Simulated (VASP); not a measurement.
# CdS (rocksalt type) (Fm-3m) in VASP: notebook, part 2 of 2

VASP 6.6.1.

### 3 Single point, PBE

INCAR reads:

```
PREC = Accurate ; ENCUT = 520
EDIFF = 1E-6 ; ISMEAR = -1
SIGMA = 0.08 ; LREAL = F
LASPH = T ; NELM = 100
ALGO = Normal ; ISIF = 2
LWAVE = F ; LCHARG = F
GGA = PE ; NBANDS = 16
```

KPOINTS reads:

```
Automatic mesh
0
Gamma
  15 15 15
```

POSCAR reads:

```
CdS
1.0
    0.0000000000      2.4400294997      2.4400294997
    2.4400294997      0.0000000000      2.4400294997
    2.4400294997      2.4400294997      0.0000000000
Cd S
1 1
Direct
    0.0000000000      0.0000000000      0.0000000000
    0.5000000000      0.5000000000      0.5000000000
```

Potentials or basis: VASP PAW PBE potentials, release 64 (Cd, S).

On the command line:

```console
$ cat potpaw_PBE.64/Cd/POTCAR potpaw_PBE.64/S/POTCAR > POTCAR
$ mpirun -np 1 vasp_std > vasp.out
```

OUTCAR:

```text
PREC = Accurate
   ENCUT = 520
   EDIFF = 1E-6
   ISMEAR = -1
   LREAL = F
   LASPH = T
   NELM = 100
   ISIF = 2
   GGA = PE

 ion  position               nearest neighbor table
   1  0.000  0.000  0.000-   2 2.44   2 2.44   2 2.44   2 2.44   2 2.44   2 2.44
   2  0.500  0.500  0.500-   1 2.44   1 2.44   1 2.44   1 2.44   1 2.44   1 2.44

  LATTYP: Found a face centered cubic cell.
 ALAT       =     4.8800589994

  Lattice vectors:

 A1 = (   0.0000000000,   2.4400294997,   2.4400294997)
 A2 = (   2.4400294997,   0.0000000000,   2.4400294997)
 A3 = (   2.4400294997,   2.4400294997,   0.0000000000)

Analysis of symmetry for initial positions (statically):
=====================================================================
 Subroutine PRICEL returns:
 Original cell was already a primitive cell.

 Routine SETGRP: Setting up the symmetry group for a
 face centered cubic supercell.

 Subroutine GETGRP returns: Found 48 space group operations
 (whereof 48 operations were pure point group operations)
 out of a pool of 48 trial point group operations.

The static configuration has the point symmetry O_h .

Analysis of symmetry for dynamics (positions and initial velocities):
=====================================================================
 Subroutine PRICEL returns:
 Original cell was already a primitive cell.

 Routine SETGRP: Setting up the symmetry group for a
 face centered cubic supercell.

 Subroutine GETGRP returns: Found 48 space group operations
 (whereof 48 operations were pure point group operations)
 out of a pool of 48 trial point group operations.

The dynamic configuration has the point symmetry O_h .

 Subroutine INISYM returns: Found 48 space group operations
[... 104 lines left out ...]
   ISYM   =      2    0-nonsym 1-usesym 2-fastsym
   POTIM  = 0.5000    time-step for ionic-motion
   TEBEG  =    0.0;   TEEND  =   0.0 temperature during run
   PSTRESS=    0.0 pullay stress
   NELECT =      18.0000    total number of electrons
   NUPDOWN=      -1.0000    fix difference up-down
   EMIN   =  10.00;   EMAX   =-10.00  energy-range for DOS
   EFERMI =   0.00;   METHOD = LEGACY
   ISMEAR =    -1;   SIGMA  =   0.08  broadening in eV -4-tet -1-fermi 0-gaus
   EFERMI_NEDOS =   21; number of points for ismear=-14 and -15
   IALGO  =     38    algorithm
   IMIX   =      4    mixing-type and parameters
     AMIX     =   0.40;   BMIX     =  1.00
     AMIX_MAG =   1.60;   BMIX_MAG =  1.00
  volume/ion in A,a.u.               =      14.53        98.04
  Fermi-wavevector in a.u.,A,eV,Ry     =   1.395599  2.637299 26.500013  1.947696
  Thomas-Fermi vector in A             =   2.519035
   LORBIT       =      0    0 simple, 1 ext, 2 COOP (PROOUT), +10 PAW based schemes
   GGA     = PE    functional components
   LHFCALC =     F    Hartree Fock is set to
   AEXX    =    0.0000 exact exchange contribution
   IVDW    =     0    specifies the selected vdW correction
   LEPSILON=     F    determine dielectric tensor
   LRPA    =     F    only Hartree local field effects (RPA)
 non-spin polarized calculation
  energy-cutoff  :      520.00
  volume of cell :       29.05
 maximum number of plane-waves:       801
 NGX is ok and might be reduce to    28
   NGX = 13   NGY = 13   NGZ = 13

 number of electron      18.0000002 magnetization

 Free energy of the ion-electron system (eV)
  ---------------------------------------------------
  ext. energy  EPLUGINS =         0.00000000
  ---------------------------------------------------
  free energy    TOTEN  =        -4.16575903 eV

  energy without entropy =       -4.16355188  energy(sigma->0) =       -4.16465545

 E-fermi :   7.3624     XC(G=0): -12.2019

 val. band max:        7.2345191694   @ k =   0.4667   0.4667   0.0000
 cond. band min:       7.4713690291   @ k =  -0.4667   0.4667   0.0000
 fundamental gap:      0.2368498597
 Fermi energy:         7.3624249899

 k-point     1 :       0.0000    0.0000    0.0000
  band No.  band energies     occupation
      1      -8.8730      2.00000
      2      -1.8861      2.00000
      3      -1.8861      2.00000
      4      -1.8861      2.00000
      5      -1.8852      2.00000
      6      -1.8852      2.00000
[... 433 lines left out ...]
      3      -2.0086      2.00000
      4      -1.9130      2.00000
      5      -1.7676      2.00000
      6      -1.7100      2.00000
[... 8 lines left out ...]
     15      20.3215      0.00000
     16      21.1027      0.00000

 [... further k-points ...]
[... 5 lines left out ...]
  --------------------------------------------------------------------------------------
  -------------------------------------------------------------------------------------
  Total       11.0697690     11.0697690     11.0697690      0.0000000      0.0000000     -0.0000000
  in kB      610.4272527    610.4272527    610.4272527      0.0000000      0.0000000     -0.0000000
  external PRESSURE =     610.4272527 kB  Pullay stress =       0.0000000 kB

 VOLUME and BASIS-vectors are now :
 -----------------------------------------------------------------------------
  energy-cutoff  :      520.00
  volume of cell :       29.05
      direct lattice vectors                 reciprocal lattice vectors
     0.000000000  2.440029500  2.440029500    -0.204915555  0.204915555  0.204915555
     2.440029500  0.000000000  2.440029500     0.204915555 -0.204915555  0.204915555
     2.440029500  2.440029500  0.000000000     0.204915555  0.204915555 -0.204915555

 POSITION                                       TOTAL-FORCE (eV/Angst)
 -----------------------------------------------------------------------------------
      0.00000      0.00000      0.00000         0.000000      0.000000      0.000000
      2.44003      2.44003      2.44003         0.000000      0.000000      0.000000
 -----------------------------------------------------------------------------------
    total drift:                               -0.000000      0.000000      0.000000

  FREE ENERGIE OF THE ION-ELECTRON SYSTEM (eV)
  ---------------------------------------------------
  free  energy   TOTEN  =        -4.1657590277 eV

  energy  without entropy=       -4.1635518801  energy(sigma->0) =       -4.16465545
```

stdout:

```text
POSCAR found type information on POSCAR CdS
 POSCAR found :  2 types and       2 ions
 scaLAPACK will be used
 LDA part: xc-table for (Slater+PW92), standard interpolation
 POSCAR, INCAR and KPOINTS ok, starting setup
 FFT: planning ... GRIDC
 FFT: planning ... GRID_SOFT
 FFT: planning ... GRID
 WAVECAR not read
 entering main loop
```

Run time: 54 s. Hardware: 1 thread of Intel Xeon Platinum 8488C (Sapphire Rapids), shared host; peak memory 0.19 GiB.

Results:

- Free energy: -4.1658 eV
- Pressure: 61.0 GPa
